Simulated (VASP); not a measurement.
# Ge (C2/c) in VASP: single point with PBE

Aim: the single point of Ge with PBE.

Program: VASP 6.6.1. These are calculated values, not measurements. Logs are shortened: lines on timing, memory, paths and dates and some standing lists are left out, and cuts for length are marked.

## Step 1: The cell of the first run

Symmetry: C2/c, No. 15, monoclinic system. The conventional cell has a = 2.814 Å, b = 7.312 Å, c = 3.968 Å, α = 90.00°, β = 110.00°, γ = 90.00°. Ge (site symmetry 2) has 10 Ge at 2.62 to 3.41 Å within 3.5 Å.

## Step 2: Single point, PBE (strained and its atoms moved)

INCAR reads:

```
SYSTEM = Ge
  PREC = Accurate
  ENCUT = 520
  EDIFF = 1E-6
  ISMEAR = 0
  SIGMA = 0.1
  LREAL = .FALSE.
  LASPH = .TRUE.
  NELM = 60
  ALGO = Normal
  ISIF = 2
  LWAVE = .FALSE.
  LCHARG = .FALSE.
  GGA = PE
  NBANDS = 21
```

KPOINTS reads:

```
regular mesh
0
G
  14 14 10
  0 0 0
```

POSCAR reads:

```
Ge
1.0
   -2.5784309583      2.5917622750      1.4068312044
    2.5917622750     -2.5784309583      1.4068312044
    2.6299207527      2.6299207527     -1.3822705725
Ge
2
Direct
    0.2582397701      0.7417602299      0.5000000000
    0.4917602299      0.5082397701      0.0000000000
```

Potentials or basis: VASP PAW PBE potentials, release 64 (Ge_d).

The run is started by

```console
$ cat potpaw_PBE.64/Ge_d/POTCAR > POTCAR
$ mpirun -np 1 vasp_std > vasp.out
```

OUTCAR:

```text
SYSTEM = Ge
   PREC = Accurate
   ENCUT = 520
   EDIFF = 1E-6
   ISMEAR = 0
   LREAL = .FALSE.
   LASPH = .TRUE.
   NELM = 60
   ISIF = 2
   GGA = PE

 ion  position               nearest neighbor table
   1  0.258  0.742  0.500-   2 2.62   2 2.62   2 2.79   2 2.79
   2  0.492  0.508  0.000-   1 2.62   1 2.62   1 2.79   1 2.79

  LATTYP: Found a base centered monoclinic cell.
 ALAT       =     2.8137255727
 B/A-ratio  =     2.5986035957
 C/A-ratio  =     1.4101678646
 COS(beta)  =    -0.3420812404

  Lattice vectors:

 A1 = (  -2.5784309583,   2.5917622750,   1.4068312044)
 A2 = (   2.5917622750,  -2.5784309583,   1.4068312044)
 A3 = (   2.6299207527,   2.6299207527,  -1.3822705725)

Analysis of symmetry for initial positions (statically):
=====================================================================
 Subroutine PRICEL returns:
 Original cell was already a primitive cell.

 Routine SETGRP: Setting up the symmetry group for a
 base centered monoclinic supercell.

 Subroutine GETGRP returns: Found  4 space group operations
 (whereof  2 operations were pure point group operations)
 out of a pool of  4 trial point group operations.

The static configuration has the point symmetry C_2 .
 The point group associated with its full space group is C_2h.

Analysis of symmetry for dynamics (positions and initial velocities):
=====================================================================
 Subroutine PRICEL returns:
 Original cell was already a primitive cell.

 Routine SETGRP: Setting up the symmetry group for a
 base centered monoclinic supercell.

 Subroutine GETGRP returns: Found  4 space group operations
 (whereof  2 operations were pure point group operations)
 out of a pool of  4 trial point group operations.

The dynamic configuration has the point symmetry C_2 .
 The point group associated with its full space group is C_2h.

 Subroutine INISYM returns: Found  4 space group operations
 (whereof  2 operations are pure point group operations),
 and found     1 'primitive' translations

----------------------------------------------------------------------------------------

                                     Primitive cell

  volume of cell :      38.3532

  direct lattice vectors                    reciprocal lattice vectors
    -2.578430958  2.591762275  1.406831204    -0.003539870  0.189876499  0.354525790
     2.591762275 -2.578430958  1.406831204     0.189876499 -0.003539870  0.354525790
     2.629920753  2.629920753 -1.382270572     0.189647518  0.189647518 -0.001797125

  length of vectors
     3.917232688  3.917232688  3.967825383     0.402186712  0.402186712  0.268208113

  position of ions in fractional coordinates (direct lattice)
     0.258239770  0.741760230  0.500000000
     0.491760230  0.508239770  1.000000000

  ion indices of the primitive-cell ions
   primitive index   ion index
                 1           1
                 2           2

----------------------------------------------------------------------------------------

 KPOINTS: regular mesh

Automatic generation of k-mesh.
 Grid dimensions read from file:
 generate k-points for:   14   14   10

 Generating k-lattice:

  Cartesian coordinates                     Fractional coordinates (reciprocal lattice)
    -0.000252848  0.013562607  0.025323271     0.071428571 -0.000000000 -0.000000000
     0.013562607 -0.000252848  0.025323271    -0.000000000  0.071428571 -0.000000000
     0.018964752  0.018964752 -0.000179712     0.000000000  0.000000000  0.100000000

  Length of vectors
     0.028727622  0.028727622  0.026820811

  Shift w.r.t. Gamma in fractional coordinates (k-lattice)
     0.000000000  0.000000000  0.000000000

 Subroutine IBZKPT returns following result:
 ===========================================

 Found    534 irreducible k-points:

 Following reciprocal coordinates:
            Coordinates               Weight
  0.000000  0.000000  0.000000      1.000000
  0.071429  0.000000  0.000000      4.000000
  0.142857 -0.000000  0.000000      4.000000
  0.214286  0.000000 -0.000000      4.000000
  0.285714  0.000000  0.000000      4.000000
  0.357143  0.000000 -0.000000      4.000000
[... 16 lines left out ...]
  0.214286  0.142857  0.000000      4.000000
  0.285714  0.142857 -0.000000      4.000000
 [... further k-points ...]
   k-points           NKPTS =    534   k-points in BZ     NKDIM =    534   number of bands    NBANDS=     21
   number of dos      NEDOS =    301   number of ions     NIONS =      2
   total plane-waves  NPLWV =  27000
   dimension x,y,z NGX =    30 NGY =   30 NGZ =   30
   dimension x,y,z NGXF=    60 NGYF=   60 NGZF=   60
   ions per type =               2
   NGX,Y,Z   is equivalent  to a cutoff of  12.73, 12.73, 12.57 a.u.
   NGXF,Y,Z  is equivalent  to a cutoff of  25.46, 25.46, 25.14 a.u.
 SYSTEM =  Ge
   PREC   = accura    normal or accurate (medium, high low for compatibility)
   ISTART =      0    job   : 0-new  1-cont  2-samecut
   ICHARG =      2    charge: 1-file 2-atom 10-const
   ISPIN  =      1    spin polarized calculation?
   LNONCOLLINEAR =      F non collinear calculations
   LSORBIT =      F    spin-orbit coupling
   LASPH  =      T    aspherical Exc in radial PAW
   ENCUT  =  520.0 eV  38.22 Ry    6.18 a.u.   7.28  7.28  7.38*2*pi/ulx,y,z
   NELM   =     60;   NELMIN=  2; NELMDL= -5     # of ELM steps
   EDIFF  = 0.1E-05   stopping-criterion for ELM
   LREAL  =      F    real-space projection
   EDIFFG = 0.1E-04   stopping-criterion for IOM
   NSW    =      0    number of steps for IOM
   IBRION =     -1    ionic relax: 0-MD 1-quasi-New 2-CG
   NFREE  =      0    steps in history (QN), initial steepest desc. (CG)
   ISIF   =      2    stress and relaxation
   ISYM   =      2    0-nonsym 1-usesym 2-fastsym
   POTIM  = 0.5000    time-step for ionic-motion
   TEBEG  =    0.0;   TEEND  =   0.0 temperature during run
   PSTRESS=    0.0 pullay stress
   NELECT =      28.0000    total number of electrons
   NUPDOWN=      -1.0000    fix difference up-down
   EMIN   =  10.00;   EMAX   =-10.00  energy-range for DOS
   EFERMI =   0.00;   METHOD = LEGACY
   ISMEAR =     0;   SIGMA  =   0.10  broadening in eV -4-tet -1-fermi 0-gaus
   EFERMI_NEDOS =   21; number of points for ismear=-14 and -15
   IALGO  =     38    algorithm
   IMIX   =      4    mixing-type and parameters
     AMIX     =   0.40;   BMIX     =  1.00
     AMIX_MAG =   1.60;   BMIX_MAG =  1.00
  volume/ion in A,a.u.               =      19.18       129.41
  Fermi-wavevector in a.u.,A,eV,Ry     =   1.474100  2.785645 29.565066  2.172971
  Thomas-Fermi vector in A             =   2.588913
   LORBIT       =      0    0 simple, 1 ext, 2 COOP (PROOUT), +10 PAW based schemes
   GGA     = PE    functional components
   LHFCALC =     F    Hartree Fock is set to
   AEXX    =    0.0000 exact exchange contribution
   IVDW    =     0    specifies the selected vdW correction
   LEPSILON=     F    determine dielectric tensor
   LRPA    =     F    only Hartree local field effects (RPA)
 non-spin polarized calculation
 Gauss-broadening in eV      SIGMA  =   0.10
  energy-cutoff  :      520.00
  volume of cell :       38.35
 maximum number of plane-waves:      1048
 NGX is ok and might be reduce to    30
   NGX = 15   NGY = 15   NGZ = 15

 number of electron      28.0000003 magnetization

 Free energy of the ion-electron system (eV)
  ---------------------------------------------------
  ext. energy  EPLUGINS =         0.00000000
  ---------------------------------------------------
  free energy    TOTEN  =        -8.54234855 eV

  energy without entropy =       -8.53877070  energy(sigma->0) =       -8.54055963

 E-fermi :   6.3866     XC(G=0): -11.1418

 val. band max:        6.3850111457   @ k =  -0.0714   0.1429   0.1000
 cond. band min:       6.3876729097   @ k =   0.3571   0.0000  -0.0000
 fundamental gap:      0.0026617641
 Fermi energy:         6.3866155277

 k-point     1 :       0.0000    0.0000    0.0000
  band No.  band energies     occupation
      1     -18.3114      2.00000
      2     -18.2784      2.00000
      3     -18.2460      2.00000
      4     -18.2389      2.00000
      5     -18.1449      2.00000
      6     -18.1430      2.00000
[... 13 lines left out ...]
     20      17.7452      0.00000
     21      18.6381      0.00000

 k-point     2 :       0.0714    0.0000    0.0000
  band No.  band energies     occupation
      1     -18.3098      2.00000
      2     -18.2722      2.00000
      3     -18.2398      2.00000
      4     -18.2351      2.00000
      5     -18.1502      2.00000
      6     -18.1470      2.00000
[... 13 lines left out ...]
     20      17.8347      0.00000
     21      18.8343      0.00000

 k-point     3 :       0.1429   -0.0000    0.0000
  band No.  band energies     occupation
      1     -18.3048      2.00000
      2     -18.2558      2.00000
      3     -18.2320      2.00000
      4     -18.2167      2.00000
      5     -18.1620      2.00000
      6     -18.1539      2.00000
[... 13 lines left out ...]
     20      17.0027      0.00000
     21      17.4394      0.00000

 k-point     4 :       0.2143    0.0000   -0.0000
  band No.  band energies     occupation
      1     -18.2972      2.00000
      2     -18.2358      2.00000
      3     -18.2228      2.00000
      4     -18.1952      2.00000
      5     -18.1768      2.00000
      6     -18.1594      2.00000
[... 13 lines left out ...]
     20      15.8160      0.00000
     21      16.8546      0.00000

 k-point     5 :       0.2857    0.0000    0.0000
  band No.  band energies     occupation
      1     -18.2890      2.00000
      2     -18.2226      2.00000
      3     -18.2127      2.00000
      4     -18.1936      2.00000
      5     -18.1910      2.00000
      6     -18.1612      2.00000
[... 13 lines left out ...]
     20      14.9402      0.00000
     21      17.1854      0.00000
[... 382 lines left out ...]
     20      18.1703      0.00000
     21      18.6678      0.00000

 k-point    22 :       0.1429    0.1429    0.0000
  band No.  band energies     occupation
      1     -18.2948      2.00000
      2     -18.2224      2.00000
      3     -18.2177      2.00000
      4     -18.1841      2.00000
      5     -18.1769      2.00000
      6     -18.1743      2.00000
[... 13 lines left out ...]
     20      15.2551      0.00000
     21      15.8892      0.00000

 k-point    23 :       0.2143    0.1429    0.0000
  band No.  band energies     occupation
      1     -18.2889      2.00000
      2     -18.2244      2.00000
      3     -18.2084      2.00000
      4     -18.1928      2.00000
      5     -18.1868      2.00000
      6     -18.1771      2.00000
[... 13 lines left out ...]
     20      14.9706      0.00000
     21      16.2843      0.00000

 k-point    24 :       0.2857    0.1429   -0.0000
  band No.  band energies     occupation
      1     -18.2843      2.00000
      2     -18.2293      2.00000
      3     -18.2051      2.00000
      4     -18.1990      2.00000
      5     -18.1932      2.00000
      6     -18.1778      2.00000
[... 13 lines left out ...]
     20      15.5374      0.00000
     21      17.2147      0.00000

 [... further k-points ...]

------------------------ aborting loop because EDIFF is reached ----------------------------------------

  FORCE on cell =-STRESS in cart. coord.  units (eV):
  Direction    XX          YY          ZZ          XY          YZ          ZX
  --------------------------------------------------------------------------------------
  -------------------------------------------------------------------------------------
  Total        0.1269369      0.1269369      0.3265970     -0.2166005     -0.1453761     -0.1453761
  in kB        5.3026965      5.3026965     13.6433558     -9.0483298     -6.0729838     -6.0729830
  external PRESSURE =       8.0829163 kB  Pullay stress =       0.0000000 kB

 VOLUME and BASIS-vectors are now :
 -----------------------------------------------------------------------------
  energy-cutoff  :      520.00
  volume of cell :       38.35
      direct lattice vectors                 reciprocal lattice vectors
    -2.578430958  2.591762275  1.406831204    -0.003539870  0.189876499  0.354525790
     2.591762275 -2.578430958  1.406831204     0.189876499 -0.003539870  0.354525790
     2.629920753  2.629920753 -1.382270572     0.189647518  0.189647518 -0.001797125

 POSITION                                       TOTAL-FORCE (eV/Angst)
 -----------------------------------------------------------------------------------
      2.57157      0.07168      0.71570         0.303922     -0.303922      0.000000
      0.04927     -0.03594      1.40683        -0.303922      0.303922     -0.000000
 -----------------------------------------------------------------------------------
    total drift:                                0.000000      0.000000     -0.000000

  FREE ENERGIE OF THE ION-ELECTRON SYSTEM (eV)
  ---------------------------------------------------
  free  energy   TOTEN  =        -8.5423485473 eV

  energy  without entropy=       -8.5387707044  energy(sigma->0) =       -8.54055963
```

Run time: 6 min. Hardware: 1 thread of Intel Xeon Platinum 8375C at 2.90GHz (Ice Lake), shared host; peak memory 0.43 GiB.

Results:

```
Free energy            : -8.5423 eV
Pressure               : 0.8 GPa
Largest force          : 0.430 eV/Å
Band gap on the k mesh : zero (bands 14 and 15 overlap by 4.89 eV)
```

Forces on the atoms (eV/Å):
```
Ge   0.304 -0.304  0.000
Ge  -0.304  0.304  0.000
```

Stress tensor (GPa, compression positive):
```
 0.53 -0.90 -0.61
-0.90  0.53 -0.61
-0.61 -0.61  1.36
```

Caveat: the cell differs from its parent crystal (strained and its atoms moved).
